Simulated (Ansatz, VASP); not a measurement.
# CdSe: VASP beside Ansatz

```
Cd Se
1.0
     4.30501    0.00000    0.00000
    -2.15250    3.72825    0.00000
     0.00000    0.00000    7.04019
Cd Se
2 2
Direct
  0.33333 0.66667 0.00501
  0.66667 0.33333 0.50501
  0.33333 0.66667 0.37999
  0.66667 0.33333 0.87999
```

Alike in both runs: functional revPBE; dispersion D3(BJ); k mesh 6 × 6 × 4; no spin polarisation.

Ansatz relaxed the structure, and its values are those at the end. VASP's run is a single point on that final structure, the one shown.

|  | VASP | Ansatz |
| --- | --- | --- |
| version | VASP 6.6.1 | Ansatz 0.2.0 |
| potentials or method | VASP PAW PBE potentials, release 64 (Cd, Se), cutoff 500 eV | plane waves, PAW |
| occupations | gaussian, width 0.01 eV | fixed |
| valence electrons in the cell | 36 | 72 |

Ansatz gave:

- pressure (GPa): 0.0

Problem. What did VASP give for the same quantities?

Solution. Pressure (GPa): 0.3.

VASP's potentials were made for PBE, not for revPBE. VASP's potentials hold 36 valence electrons a cell and Ansatz's 72, so a difference there can come from the potentials and not from the codes.
